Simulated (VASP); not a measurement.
# Li5Zn3 (R-3m) in VASP: a series of runs

Runs on Li5Zn3. Level: LDA. Tasks: single point, relaxation of cell and atoms.

All numbers are computed with VASP 6.6.1; they aren't measurements. Logs are shortened: lines on timing, memory, paths and dates and some standing lists are left out, and cuts for length are marked.

### 1 The cell of the first run

It takes space group R-3m (No. 166, trigonal). The conventional cell has a = 5.345 Å, b = 5.345 Å, c = 13.422 Å, α = 90.00°, β = 90.00°, γ = 120.00°. Li (site symmetry -3m) has 6 Zn at 2.67 Å and 6 Li at 2.72 Å within 3.5 Å. Li (site symmetry 2/m) has 8 Li at 2.67 to 2.72 Å and 4 Zn at 2.72 Å within 3.5 Å. Li (site symmetry -3m) has 6 Li at 2.67 Å and 6 Zn at 2.72 Å within 3.5 Å. Zn (site symmetry 2/m) has 4 Zn at 2.67 Å and 8 Li at 2.67 to 2.72 Å within 3.5 Å.

### 2 Single point, LDA

INCAR

```
PREC = Accurate
ENCUT = 520
EDIFF = 1E-7
ISMEAR = 1
SIGMA = 0.1
LREAL = F
LASPH = T
NELM = 100
ALGO = Normal
ISIF = 2
LWAVE = F
LCHARG = T
GGA = CA
LELF = T
LVHAR = T
NBANDS = 36
```

KPOINTS

```
regular mesh
0
Gamma
  9 9 9
```

POSCAR

```
Li5Zn3
1.0
    0.0633489637      3.8428722793      3.8428722793
    3.8428722793      0.0633489637      3.8428722793
    3.8428722793      3.8428722793      0.0633489637
Li Zn
5 3
Direct
    0.0000000000      0.0000000000      0.0000000000
    0.0000000000      0.0000000000      0.5000000000
    0.0000000000      0.5000000000      0.0000000000
    0.5000000000      0.0000000000      0.0000000000
    0.5000000000      0.5000000000      0.5000000000
    0.0000000000      0.5000000000      0.5000000000
    0.5000000000      0.0000000000      0.5000000000
    0.5000000000      0.5000000000      0.0000000000
```

Potentials or basis: VASP PAW LDA potentials, release 64 (Li_sv, Zn).

Started as:

```bash
$ cat potpaw_LDA.64/Li_sv/POTCAR potpaw_LDA.64/Zn/POTCAR > POTCAR
$ mpirun -np 1 vasp_std > vasp.out
```

OUTCAR:

```text
PREC = Accurate
   ENCUT = 520
   EDIFF = 1E-7
   ISMEAR = 1
   LREAL = F
   LASPH = T
   NELM = 100
   ISIF = 2
   GGA = CA

 ion  position               nearest neighbor table
   1  0.000  0.000  0.000-   6 2.67   7 2.67   6 2.67   8 2.67   7 2.67   8 2.67
   2  0.000  0.000  0.500-   6 2.72   7 2.72   6 2.72   7 2.72
   3  0.000  0.500  0.000-   6 2.72   6 2.72   8 2.72   8 2.72
   4  0.500  0.000  0.000-   7 2.72   7 2.72   8 2.72   8 2.72
   5  0.500  0.500  0.500-   8 2.72   8 2.72   6 2.72   7 2.72   7 2.72   6 2.72
   6  0.000  0.500  0.500-   1 2.67   8 2.67   1 2.67   7 2.67   7 2.67   8 2.67   3 2.72   3 2.72
                             2 2.72   5 2.72   5 2.72   2 2.72
   7  0.500  0.000  0.500-   1 2.67   8 2.67   6 2.67   8 2.67   1 2.67   6 2.67   4 2.72   4 2.72
                             2 2.72   5 2.72   2 2.72   5 2.72
   8  0.500  0.500  0.000-   6 2.67   7 2.67   1 2.67   7 2.67   1 2.67   6 2.67   5 2.72   5 2.72
                             4 2.72   3 2.72   3 2.72   4 2.72

  LATTYP: Found a trigonal (rhomboedric) cell.
 ALAT       =     5.4350112972
 COS(alpha) =     0.5164146281

  Lattice vectors:

 A1 = (   0.0633489637,   3.8428722793,   3.8428722793)
 A2 = (   3.8428722793,   0.0633489637,   3.8428722793)
 A3 = (   3.8428722793,   3.8428722793,   0.0633489637)

Analysis of symmetry for initial positions (statically):
=====================================================================
 Subroutine PRICEL returns:
 Original cell was already a primitive cell.

 Routine SETGRP: Setting up the symmetry group for a
 trigonal (rhombohedral) supercell.

 Subroutine GETGRP returns: Found 12 space group operations
 (whereof 12 operations were pure point group operations)
 out of a pool of 12 trial point group operations.

The static configuration has the point symmetry D_3d.

Analysis of symmetry for dynamics (positions and initial velocities):
=====================================================================
 Subroutine PRICEL returns:
 Original cell was already a primitive cell.

 Routine SETGRP: Setting up the symmetry group for a
 trigonal (rhombohedral) supercell.

 Subroutine GETGRP returns: Found 12 space group operations
 (whereof 12 operations were pure point group operations)
 out of a pool of 12 trial point group operations.

The dynamic configuration has the point symmetry D_3d.

 Subroutine INISYM returns: Found 12 space group operations
 (whereof 12 operations are pure point group operations),
 and found     1 'primitive' translations

----------------------------------------------------------------------------------------

                                     Primitive cell

  volume of cell :     110.6942

  direct lattice vectors                    reciprocal lattice vectors
     0.063348964  3.842872279  3.842872279    -0.133373303  0.131210327  0.131210327
     3.842872279  0.063348964  3.842872279     0.131210327 -0.133373303  0.131210327
     3.842872279  3.842872279  0.063348964     0.131210327  0.131210327 -0.133373303

  length of vectors
     5.435011297  5.435011297  5.435011297     0.228518573  0.228518573  0.228518573

  position of ions in fractional coordinates (direct lattice)
     0.000000000  0.000000000  0.000000000
     1.000000000  1.000000000  0.500000000
     0.000000000  0.500000000  0.000000000
     0.500000000  0.000000000  0.000000000
     0.500000000  0.500000000  0.500000000
     1.000000000  0.500000000  0.500000000
     0.500000000  1.000000000  0.500000000
     0.500000000  0.500000000  0.000000000

  ion indices of the primitive-cell ions
   primitive index   ion index
                 1           1
                 2           2
                 3           3
                 4           4
                 5           5
                 6           6
                 7           7
                 8           8

----------------------------------------------------------------------------------------

 KPOINTS: regular mesh

Automatic generation of k-mesh.
 Grid dimensions read from file:
 generate k-points for:    9    9    9

 Generating k-lattice:

  Cartesian coordinates                     Fractional coordinates (reciprocal lattice)
    -0.014819256  0.014578925  0.014578925     0.111111111  0.000000000  0.000000000
     0.014578925 -0.014819256  0.014578925     0.000000000  0.111111111  0.000000000
     0.014578925  0.014578925 -0.014819256     0.000000000  0.000000000  0.111111111

  Length of vectors
     0.025390953  0.025390953  0.025390953

  Shift w.r.t. Gamma in fractional coordinates (k-lattice)
     0.000000000  0.000000000  0.000000000

 Subroutine IBZKPT returns following result:
 ===========================================

 Found     85 irreducible k-points:

 Following reciprocal coordinates:
            Coordinates               Weight
  0.000000  0.000000  0.000000      1.000000
  0.111111  0.000000  0.000000      6.000000
  0.222222 -0.000000 -0.000000      6.000000
  0.333333  0.000000 -0.000000      6.000000
  0.444444 -0.000000 -0.000000      6.000000
  0.111111  0.111111 -0.000000      6.000000
[... 16 lines left out ...]
 -0.333333  0.333333  0.000000      6.000000
  0.444444  0.444444 -0.000000      6.000000
 [... further k-points ...]
   k-points           NKPTS =     85   k-points in BZ     NKDIM =     85   number of bands    NBANDS=     36
   number of dos      NEDOS =    301   number of ions     NIONS =      8
   total plane-waves  NPLWV =  64000
   dimension x,y,z NGX =    40 NGY =   40 NGZ =   40
   dimension x,y,z NGXF=    80 NGYF=   80 NGZF=   80
   ions per type =               5   3
   NGX,Y,Z   is equivalent  to a cutoff of  12.24, 12.24, 12.24 a.u.
   NGXF,Y,Z  is equivalent  to a cutoff of  24.47, 24.47, 24.47 a.u.
 SYSTEM =  unknown system
   PREC   = accura    normal or accurate (medium, high low for compatibility)
   ISTART =      0    job   : 0-new  1-cont  2-samecut
   ICHARG =      2    charge: 1-file 2-atom 10-const
   ISPIN  =      1    spin polarized calculation?
   LNONCOLLINEAR =      F non collinear calculations
   LSORBIT =      F    spin-orbit coupling
   LASPH  =      T    aspherical Exc in radial PAW
   ENCUT  =  520.0 eV  38.22 Ry    6.18 a.u.  10.11 10.11 10.11*2*pi/ulx,y,z
   NELM   =    100;   NELMIN=  2; NELMDL= -5     # of ELM steps
   EDIFF  = 0.1E-06   stopping-criterion for ELM
   LREAL  =      F    real-space projection
   EDIFFG = 0.1E-05   stopping-criterion for IOM
   NSW    =      0    number of steps for IOM
   IBRION =     -1    ionic relax: 0-MD 1-quasi-New 2-CG
   NFREE  =      0    steps in history (QN), initial steepest desc. (CG)
   ISIF   =      2    stress and relaxation
   ISYM   =      2    0-nonsym 1-usesym 2-fastsym
   POTIM  = 0.5000    time-step for ionic-motion
   TEBEG  =    0.0;   TEEND  =   0.0 temperature during run
   PSTRESS=    0.0 pullay stress
   NELECT =      51.0000    total number of electrons
   NUPDOWN=      -1.0000    fix difference up-down
   EMIN   =  10.00;   EMAX   =-10.00  energy-range for DOS
   EFERMI =   0.00;   METHOD = LEGACY
   ISMEAR =     1;   SIGMA  =   0.10  broadening in eV -4-tet -1-fermi 0-gaus
   EFERMI_NEDOS =   21; number of points for ismear=-14 and -15
   IALGO  =     38    algorithm
   IMIX   =      4    mixing-type and parameters
     AMIX     =   0.40;   BMIX     =  1.00
     AMIX_MAG =   1.60;   BMIX_MAG =  1.00
  volume/ion in A,a.u.               =      13.84        93.38
  Fermi-wavevector in a.u.,A,eV,Ry     =   1.264416  2.389399 21.752277  1.598747
  Thomas-Fermi vector in A             =   2.397722
   LORBIT       =      0    0 simple, 1 ext, 2 COOP (PROOUT), +10 PAW based schemes
   GGA     = CA    functional components
   LHFCALC =     F    Hartree Fock is set to
   AEXX    =    0.0000 exact exchange contribution
   IVDW    =     0    specifies the selected vdW correction
   LEPSILON=     F    determine dielectric tensor
   LRPA    =     F    only Hartree local field effects (RPA)
 non-spin polarized calculation
 Methfessel and Paxton  Order N= 1 SIGMA  =   0.10
  energy-cutoff  :      520.00
  volume of cell :      110.69
 maximum number of plane-waves:      2995
   NGX = 21   NGY = 21   NGZ = 21

 number of electron      50.9999990 magnetization

 Free energy of the ion-electron system (eV)
  ---------------------------------------------------
  ext. energy  EPLUGINS =         0.00000000
  ---------------------------------------------------
  free energy    TOTEN  =       -16.81968072 eV

  energy without entropy =      -16.82083633  energy(sigma->0) =      -16.82006592

 E-fermi :   2.3205     XC(G=0):  -9.8127

 val. band max:        2.3025540111   @ k =   0.4444   0.3333   0.3333
 cond. band min:       2.3276005111   @ k =  -0.1111   0.3333   0.1111
 fundamental gap:      0.0250464999
 Fermi energy:         2.3204568309

 k-point     1 :       0.0000    0.0000    0.0000
  band No.  band energies     occupation
      1     -42.9152      2.00000
      2     -42.8671      2.00000
      3     -42.8671      2.00000
      4     -42.6295      2.00000
      5     -42.5457      2.00000
      6      -5.9475      2.00000
[... 28 lines left out ...]
     35       8.5850      0.00000
     36      12.2091      0.00000

 k-point     2 :       0.1111    0.0000    0.0000
  band No.  band energies     occupation
      1     -42.9138      2.00000
      2     -42.8682      2.00000
      3     -42.8670      2.00000
      4     -42.6295      2.00000
      5     -42.5459      2.00000
      6      -5.8988      2.00000
[... 28 lines left out ...]
     35       8.7085      0.00000
     36      11.6059      0.00000

 k-point     3 :       0.2222   -0.0000   -0.0000
  band No.  band energies     occupation
      1     -42.9100      2.00000
      2     -42.8717      2.00000
      3     -42.8670      2.00000
      4     -42.6297      2.00000
      5     -42.5462      2.00000
      6      -5.7722      2.00000
[... 28 lines left out ...]
     35       8.9112      0.00000
     36      10.7248      0.00000
[... 742 lines left out ...]
 k-point    23 :      -0.3333    0.3333    0.0000
  band No.  band energies     occupation
      1     -42.8903      2.00000
      2     -42.8894      2.00000
      3     -42.8676      2.00000
      4     -42.6302      2.00000
      5     -42.5471      2.00000
      6      -5.2860      2.00000
[... 28 lines left out ...]
     35      10.5015      0.00000
     36      10.7422      0.00000

 k-point    24 :       0.4444    0.4444   -0.0000
  band No.  band energies     occupation
      1     -42.8980      2.00000
      2     -42.8822      2.00000
      3     -42.8671      2.00000
      4     -42.6305      2.00000
      5     -42.5469      2.00000
      6      -5.5607      2.00000
[... 28 lines left out ...]
     35       8.3263      0.00000
     36       9.0247      0.00000

 [... further k-points ...]
[... 5 lines left out ...]
  --------------------------------------------------------------------------------------
  -------------------------------------------------------------------------------------
  Total        0.0501550      0.0501550      0.0501550     -0.0217049     -0.0217049     -0.0217049
  in kB        0.7259380      0.7259380      0.7259380     -0.3141553     -0.3141553     -0.3141553
  external PRESSURE =       0.7259380 kB  Pullay stress =       0.0000000 kB

 VOLUME and BASIS-vectors are now :
 -----------------------------------------------------------------------------
  energy-cutoff  :      520.00
  volume of cell :      110.69
      direct lattice vectors                 reciprocal lattice vectors
     0.063348964  3.842872279  3.842872279    -0.133373303  0.131210327  0.131210327
     3.842872279  0.063348964  3.842872279     0.131210327 -0.133373303  0.131210327
     3.842872279  3.842872279  0.063348964     0.131210327  0.131210327 -0.133373303

 POSITION                                       TOTAL-FORCE (eV/Angst)
 -----------------------------------------------------------------------------------
      0.00000      0.00000      0.00000         0.000000      0.000000      0.000000
      1.92144      1.92144      0.03167         0.000000      0.000000      0.000000
      1.92144      0.03167      1.92144         0.000000      0.000000      0.000000
      0.03167      1.92144      1.92144         0.000000      0.000000      0.000000
      3.87455      3.87455      3.87455         0.000000      0.000000      0.000000
      3.84287      1.95311      1.95311        -0.000000     -0.000000      0.000000
      1.95311      3.84287      1.95311        -0.000000      0.000000     -0.000000
      1.95311      1.95311      3.84287        -0.000000      0.000000      0.000000
 -----------------------------------------------------------------------------------
    total drift:                               -0.000000     -0.000000      0.000000

  FREE ENERGIE OF THE ION-ELECTRON SYSTEM (eV)
  ---------------------------------------------------
  free  energy   TOTEN  =       -16.8196807207 eV

  energy  without entropy=      -16.8208363335  energy(sigma->0) =      -16.82006592
```

Run time: 6 min. Hardware: 1 thread of Intel Xeon Platinum 8488C (Sapphire Rapids), shared host; peak memory 0.36 GiB.

What came out:

```yaml
Free_energy: -16.8197 eV
Band_gap_on_the_k_mesh: zero (an odd number of electrons rules out a gap without spin polarisation)
```

Levels at points of the mesh, in eV from the Fermi level:
```tsv
k point	band 22	band 23	band 24	band 25	band 26	band 27	band 28	band 29	band 30	band 31
(0.00, 0.00, 0.00)	-1.70	-1.43	-1.15	-1.15	0.12	0.12	0.84	0.84	1.06	2.07
```

Caveat: the cutoff is under 1.25 times the usual one of these potentials, so pressure, stress and relaxed cells hold a basis-set (Pulay) error.

(Continued in part 2 of 2.)
